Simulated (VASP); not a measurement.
Input of a VASP 6.6.1 run:

INCAR

```
SYSTEM = Na
  ALGO = Normal
  EDIFF = 1E-6
  ENCUT = 520
  GGA = RE
  ISIF = 2
  ISMEAR = -1
  LASPH = .TRUE.
  LCHARG = .FALSE.
  LREAL = .FALSE.
  LWAVE = .FALSE.
  NBANDS = 22
  NELM = 80
  PREC = Accurate
  SIGMA = 0.1
```

KPOINTS

```
k-points
0
G
  11 11 3
  0 0 0
```

File POSCAR:

```
Na
1.0
    3.8757587606      0.0000000000      0.0000000000
   -1.9378793803      3.3565055456      0.0000000000
    0.0000000000      0.0000000000     12.6008052960
Na
4
Direct
    1.0000000000      1.0000000000      0.0000000000
    1.0000000000      1.0000000000      0.5000000000
    0.3333333333      0.6666666667      0.2500000000
    0.6666666667      0.3333333333      0.7500000000
```

Potentials or basis: VASP PAW PBE potentials, release 64 (Na_pv).

The run is started by

```sh
$ cat potpaw_PBE.64/Na_pv/POTCAR > POTCAR
$ mpirun -np 1 vasp_std > vasp.out
```

(1) What does it give for the pressure?

(2) What does it give for the band gap on the k mesh?

Answers

(1) -0.2 GPa.

(2) zero (band 14 reaches 1.25 eV, above the bottom of band 15 at -1.94 eV).

Caveat: the PAW data sets were made with another functional, which shifts forces and pressure a little.
